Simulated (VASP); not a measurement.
# NbP (I4_1md) in VASP: a series of runs

The runs below take NbP through single point, with PBE.

Program: VASP 6.6.1. These are calculated values, not measurements. Logs are shortened: lines on timing, memory, paths and dates and some standing lists are left out, and cuts for length are marked.

## (1) The cell of the first run

The structure is tetragonal, space group I4_1md (No. 109). Conventional cell: a = 3.350 Å, b = 3.350 Å, c = 11.480 Å, α = 90.00°, β = 90.00°, γ = 90.00°. Within 3.4 Å of Nb (site symmetry 2mm) lie 6 P at 2.55 Å and 8 Nb at 3.32 to 3.35 Å. P (site symmetry 2mm) has 6 Nb at 2.55 Å and 8 P at 3.32 to 3.35 Å within 3.4 Å.

## (2) Single point, PBE

File INCAR:

```
PREC     = Accurate       # precision mode
ENCUT    = 520            # plane-wave cutoff, eV
EDIFF    = 1E-6           # SCF threshold, eV
ISMEAR   = 0              # smearing method
SIGMA    = 0.016          # smearing width, eV
LREAL    = F              # projectors in reciprocal space
LASPH    = T              # aspherical terms in the spheres
NELM     = 100            # most SCF steps
ALGO     = Normal         # electronic algorithm
ISIF     = 2              # what is computed and relaxed
LWAVE    = F              # write WAVECAR
LCHARG   = T              # write CHGCAR
GGA      = PE             # functional
LELF     = T              # ELF
LVHAR    = T            
NBANDS   = 26             # bands
```

File KPOINTS:

```
Automatic mesh
0
Gamma
  11 11 11
```

File POSCAR:

```
NbP
1.0
   -1.6749232544      1.6749232544      5.7401081759
    1.6749232544     -1.6749232544      5.7401081759
    1.6749232544      1.6749232544     -5.7401081759
Nb P
2 2
Direct
    0.2498808000      0.7498808000      0.5000000000
    0.4998808000      0.4998808000      0.0000000000
    0.8327477700      0.3327477700      0.5000000000
    0.0827477700      0.0827477700      0.0000000000
```

Potentials or basis: VASP PAW PBE potentials, release 64 (Nb_sv, P).

Run with:

```bash
$ cat potpaw_PBE.64/Nb_sv/POTCAR potpaw_PBE.64/P/POTCAR > POTCAR
$ mpirun -np 1 vasp_std > vasp.out
```

OUTCAR:

```text
PREC = Accurate
   ENCUT = 520
   EDIFF = 1E-6
   ISMEAR = 0
   LREAL = F
   LASPH = T
   NELM = 100
   ISIF = 2
   GGA = PE

 ion  position               nearest neighbor table
   1  0.250  0.750  0.500-   4 2.55   4 2.55   3 2.55   3 2.55   3 2.55   3 2.55
   2  0.500  0.500  0.000-   3 2.55   3 2.55   4 2.55   4 2.55   4 2.55   4 2.55
   3  0.833  0.333  0.500-   2 2.55   2 2.55   1 2.55   1 2.55   1 2.55   1 2.55
   4  0.083  0.083  0.000-   1 2.55   1 2.55   2 2.55   2 2.55   2 2.55   2 2.55

  LATTYP: Found a body centered tetragonal cell.
 ALAT       =     3.3498465088
 C/A-ratio  =     3.4270872775

  Lattice vectors:

 A1 = (  -1.6749232544,   1.6749232544,   5.7401081759)
 A2 = (   1.6749232544,  -1.6749232544,   5.7401081759)
 A3 = (   1.6749232544,   1.6749232544,  -5.7401081759)

Analysis of symmetry for initial positions (statically):
=====================================================================
 Subroutine PRICEL returns:
 Original cell was already a primitive cell.

 Routine SETGRP: Setting up the symmetry group for a
 body centered tetragonal supercell.

 Subroutine GETGRP returns: Found  8 space group operations
 (whereof  4 operations were pure point group operations)
 out of a pool of 16 trial point group operations.

The static configuration has the point symmetry C_2v.
 The point group associated with its full space group is C_4v.

Analysis of symmetry for dynamics (positions and initial velocities):
=====================================================================
 Subroutine PRICEL returns:
 Original cell was already a primitive cell.

 Routine SETGRP: Setting up the symmetry group for a
 body centered tetragonal supercell.

 Subroutine GETGRP returns: Found  8 space group operations
 (whereof  4 operations were pure point group operations)
 out of a pool of 16 trial point group operations.

The dynamic configuration has the point symmetry C_2v.
 The point group associated with its full space group is C_4v.

 Subroutine INISYM returns: Found  8 space group operations
 (whereof  4 operations are pure point group operations),
 and found     1 'primitive' translations

----------------------------------------------------------------------------------------

                                     Primitive cell
[... 92 lines left out ...]
   LASPH  =      T    aspherical Exc in radial PAW
   ENCUT  =  520.0 eV  38.22 Ry    6.18 a.u.  11.55 11.55 11.55*2*pi/ulx,y,z
   NELM   =    100;   NELMIN=  2; NELMDL= -5     # of ELM steps
   EDIFF  = 0.1E-05   stopping-criterion for ELM
   LREAL  =      F    real-space projection
   EDIFFG = 0.1E-04   stopping-criterion for IOM
   NSW    =      0    number of steps for IOM
   IBRION =     -1    ionic relax: 0-MD 1-quasi-New 2-CG
   NFREE  =      0    steps in history (QN), initial steepest desc. (CG)
   ISIF   =      2    stress and relaxation
   ISYM   =      2    0-nonsym 1-usesym 2-fastsym
   POTIM  = 0.5000    time-step for ionic-motion
   TEBEG  =    0.0;   TEEND  =   0.0 temperature during run
   PSTRESS=    0.0 pullay stress
   NELECT =      36.0000    total number of electrons
   NUPDOWN=      -1.0000    fix difference up-down
   EMIN   =  10.00;   EMAX   =-10.00  energy-range for DOS
   EFERMI =   0.00;   METHOD = LEGACY
   ISMEAR =     0;   SIGMA  =   0.02  broadening in eV -4-tet -1-fermi 0-gaus
   EFERMI_NEDOS =   21; number of points for ismear=-14 and -15
   IALGO  =     38    algorithm
   IMIX   =      4    mixing-type and parameters
     AMIX     =   0.40;   BMIX     =  1.00
     AMIX_MAG =   1.60;   BMIX_MAG =  1.00
  volume/ion in A,a.u.               =      16.10       108.67
  Fermi-wavevector in a.u.,A,eV,Ry     =   1.348504  2.548304 24.741706  1.818464
  Thomas-Fermi vector in A             =   2.476168
   LORBIT       =      0    0 simple, 1 ext, 2 COOP (PROOUT), +10 PAW based schemes
   GGA     = PE    functional components
   LHFCALC =     F    Hartree Fock is set to
   AEXX    =    0.0000 exact exchange contribution
   IVDW    =     0    specifies the selected vdW correction
   LEPSILON=     F    determine dielectric tensor
   LRPA    =     F    only Hartree local field effects (RPA)
 non-spin polarized calculation
 Gauss-broadening in eV      SIGMA  =   0.02
  energy-cutoff  :      520.00
  volume of cell :       64.41
 maximum number of plane-waves:      1751
 NGX is ok and might be reduce to    48
   NGX = 23   NGY = 23   NGZ = 23

 number of electron      35.9999999 magnetization

 Free energy of the ion-electron system (eV)
  ---------------------------------------------------
  ext. energy  EPLUGINS =         0.00000000
  ---------------------------------------------------
  free energy    TOTEN  =       -35.31323011 eV

  energy without entropy =      -35.31307467  energy(sigma->0) =      -35.31315239

 E-fermi :  10.5525     XC(G=0): -11.9883

 val. band max:       10.5498417253   @ k =  -0.1818  -0.4545   0.1818
 cond. band min:      10.5832004921   @ k =  -0.0909  -0.4545   0.0909
 fundamental gap:      0.0333587669
 Fermi energy:        10.5525275937

 k-point     1 :       0.0000    0.0000    0.0000
  band No.  band energies     occupation
      1     -44.3918      2.00000
      2     -44.3550      2.00000
      3     -20.6515      2.00000
      4     -20.4523      2.00000
      5     -20.4523      2.00000
      6     -20.3100      2.00000
[... 685 lines left out ...]
     25      14.7251      0.00000
     26      15.9397      0.00000

 [... further k-points ...]

------------------------ aborting loop because EDIFF is reached ----------------------------------------

  FORCE on cell =-STRESS in cart. coord.  units (eV):
  Direction    XX          YY          ZZ          XY          YZ          ZX
  --------------------------------------------------------------------------------------
  -------------------------------------------------------------------------------------
  Total       -0.5326406     -0.5326406     -0.7001083      0.0000000      0.0000000      0.0000000
  in kB      -13.2487522    -13.2487522    -17.4142949      0.0000000      0.0000000      0.0000000
  external PRESSURE =     -14.6372664 kB  Pullay stress =       0.0000000 kB

 VOLUME and BASIS-vectors are now :
 -----------------------------------------------------------------------------
  energy-cutoff  :      520.00
  volume of cell :       64.41
      direct lattice vectors                 reciprocal lattice vectors
    -1.674923254  1.674923254  5.740108176     0.000000000  0.298521140  0.087106372
     1.674923254 -1.674923254  5.740108176     0.298521140  0.000000000  0.087106372
     1.674923254  1.674923254 -5.740108176     0.298521140  0.298521140  0.000000000

 POSITION                                       TOTAL-FORCE (eV/Angst)
 -----------------------------------------------------------------------------------
      1.67492      0.00000      2.86869         0.000000      0.000000      0.018408
      0.00000      0.00000      5.73874         0.000000      0.000000      0.018408
      0.00000      1.67492      3.82002         0.000000     -0.000000     -0.018408
      0.00000      0.00000      0.94996        -0.000000      0.000000     -0.018408
 -----------------------------------------------------------------------------------
    total drift:                               -0.000000     -0.000000      0.000195

  FREE ENERGIE OF THE ION-ELECTRON SYSTEM (eV)
  ---------------------------------------------------
  free  energy   TOTEN  =       -35.3132301111 eV

  energy  without entropy=      -35.3130746739  energy(sigma->0) =      -35.31315239
```

OSZICAR:

```text
N       E                     dE             d eps       ncg     rms          rms(c)
DAV:   1     0.350250963543E+03    0.35025E+03   -0.19083E+04  6560   0.138E+03
DAV:   2    -0.756498212191E+01   -0.35782E+03   -0.34738E+03  7742   0.505E+02
DAV:   3    -0.359859435008E+02   -0.28421E+02   -0.27931E+02 12184   0.107E+02
DAV:   4    -0.376232231477E+02   -0.16373E+01   -0.16284E+01  9712   0.208E+01
DAV:   5    -0.377012194262E+02   -0.77996E-01   -0.77929E-01 11660   0.495E+00    0.128E+01
DAV:   6    -0.352960526535E+02    0.24052E+01   -0.84087E+00 10088   0.200E+01    0.468E+00
DAV:   7    -0.353147482749E+02   -0.18696E-01   -0.67489E-01 10080   0.441E+00    0.305E+00
DAV:   8    -0.353126352176E+02    0.21131E-02   -0.78095E-02 10092   0.187E+00    0.464E-01
DAV:   9    -0.353128456610E+02   -0.21044E-03   -0.73839E-03 10642   0.523E-01    0.324E-01
DAV:  10    -0.353132569888E+02   -0.41133E-03   -0.19526E-03  7836   0.410E-01    0.604E-02
DAV:  11    -0.353132351381E+02    0.21851E-04   -0.13061E-04 10274   0.987E-02    0.247E-02
DAV:  12    -0.353132324583E+02    0.26798E-05   -0.50224E-06  7816   0.210E-02    0.954E-03
DAV:  13    -0.353132301443E+02    0.23140E-05   -0.19068E-06  6118   0.139E-02    0.278E-03
DAV:  14    -0.353132301111E+02    0.33175E-07   -0.28140E-07  4294   0.692E-03
   1 F= -.35313230E+02 E0= -.35313152E+02  d E =-.155437E-03
```

Run time: 4.3 min. Hardware: 1 thread of Intel Xeon 6975P-C (Granite Rapids), shared host; peak memory 0.43 GiB.

What came out:

* Free energy: -35.3132 eV
* Pressure: -1.5 GPa
* Largest force: 0.018 eV/Å
* Band gap on the k mesh: zero (filled and empty bands touch)

Forces on the atoms (eV/Å):
```
Nb   0.000  0.000  0.018
Nb   0.000  0.000  0.018
P    0.000  0.000 -0.018
P    0.000  0.000 -0.018
```

## (3) Single point, PBE

File INCAR:

```
ALGO     = Normal         # electronic algorithm
EDIFF    = 1E-6           # SCF threshold, eV
ENCUT    = 520            # plane-wave cutoff, eV
GGA      = PE             # functional
ISIF     = 2              # what is computed and relaxed
ISMEAR   = 0              # smearing method
LASPH    = T              # aspherical terms in the spheres
LCHARG   = T              # write CHGCAR
LELF     = T              # ELF
LREAL    = F              # projectors in reciprocal space
LVHAR    = T            
LWAVE    = F              # write WAVECAR
NBANDS   = 26             # bands
NELM     = 100            # most SCF steps
PREC     = Accurate       # precision mode
SIGMA    = 0.02           # smearing width, eV
```

File KPOINTS:

```
k-points
0
Gamma
  11 11 11
```

POSCAR is that of step 2.

Potentials or basis: VASP PAW PBE potentials, release 64 (Nb_sv, P).

Run with:

```bash
$ cat potpaw_PBE.64/Nb_sv/POTCAR potpaw_PBE.64/P/POTCAR > POTCAR
$ mpirun -np 1 vasp_std > vasp.out
```

Wall time 4 min (1 thread of Intel Xeon 6975P-C (Granite Rapids), shared host); peak memory 0.43 GiB.

The run converged. Its results:

| Quantity | Value |
| --- | --- |
| Free energy | -35.3133 eV |
| Pressure | -1.5 GPa |
| Largest force | 0.018 eV/Å |
| Band gap on the k mesh | zero (filled and empty bands touch) |

Forces on the atoms (eV/Å):
```
Nb   0.000  0.000  0.018
Nb   0.000  0.000  0.018
P    0.000  0.000 -0.018
P    0.000  0.000 -0.018
```

Stress tensor (GPa, compression positive):
```
-1.33  0.00  0.00
 0.00 -1.33  0.00
 0.00  0.00 -1.75
```

Levels at points of the mesh, in eV from the Fermi level:
| k point | band 14 | band 15 | band 16 | band 17 | band 18 | band 19 | band 20 | band 21 | band 22 | band 23 |
| --- | --- | --- | --- | --- | --- | --- | --- | --- | --- | --- |
| (0.00, 0.00, 0.00) | -2.22 | -2.12 | -1.70 | -1.35 | -1.35 | 0.84 | 1.60 | 2.65 | 3.14 | 3.14 |

## (4) Single point, PBE

File INCAR:

```
ALGO     = Normal         # electronic algorithm
EDIFF    = 1E-7           # SCF threshold, eV
ENCUT    = 520            # plane-wave cutoff, eV
GGA      = PE             # functional
ISIF     = 2              # what is computed and relaxed
ISMEAR   = 0              # smearing method
LASPH    = True           # aspherical terms in the spheres
LCHARG   = True           # write CHGCAR
LELF     = True           # ELF
LREAL    = False          # projectors in reciprocal space
LVHAR    = True         
LWAVE    = False          # write WAVECAR
NBANDS   = 26             # bands
NELM     = 60             # most SCF steps
PREC     = Accurate       # precision mode
SIGMA    = 0.020999999999999998 # smearing width, eV
```

KPOINTS is that of step 3.

POSCAR is that of step 3.

Run with:

```bash
$ cat potpaw_PBE.64/Nb_sv/POTCAR potpaw_PBE.64/P/POTCAR > POTCAR
$ mpirun -np 1 vasp_std > vasp.out
```

Run time: 4.9 min. Hardware: 1 thread of Intel Xeon 6975P-C (Granite Rapids), shared host; peak memory 0.43 GiB.

Results (log left out):

```yaml
Free_energy: -35.3133 eV
Pressure: -1.5 GPa
Largest_force: 0.018 eV/Å
Band_gap_on_the_k_mesh: zero (filled and empty bands touch)
```

Forces in eV/Å, atoms in the order of the input:
```
Nb   0.000  0.000  0.018
Nb   0.000  0.000  0.018
P    0.000  0.000 -0.018
P    0.000  0.000 -0.018
```

Stress tensor (GPa, compression positive):
```
-1.32  0.00  0.00
 0.00 -1.32  0.00
 0.00  0.00 -1.74
```

Levels at points of the mesh, in eV from the Fermi level:
```csv
k point,band 14,band 15,band 16,band 17,band 18,band 19,band 20,band 21,band 22,band 23
"(0.00, 0.00, 0.00)",-2.22,-2.12,-1.70,-1.35,-1.35,0.84,1.60,2.65,3.14,3.14
```

## (5) Summary

| smearing | gap on the mesh (eV) | pressure (GPa) | largest force (eV/Å) |
| --- | --- | --- | --- |
| gaussian 0.016 eV | none | -1.5 | 0.02 |
| gaussian 0.02 eV | none | -1.5 | 0.02 |
| gaussian 0.021 eV | none | -1.5 | 0.02 |

Alike in all rows: task single point; level PBE; potentials or basis VASP PAW PBE potentials, release 64 (Nb_sv, P); no spin polarisation; cell as given; k mesh 11 × 11 × 11; cutoff (eV) 520.

Total energies depend on the potentials used, so only differences within one code and one set of settings carry meaning.
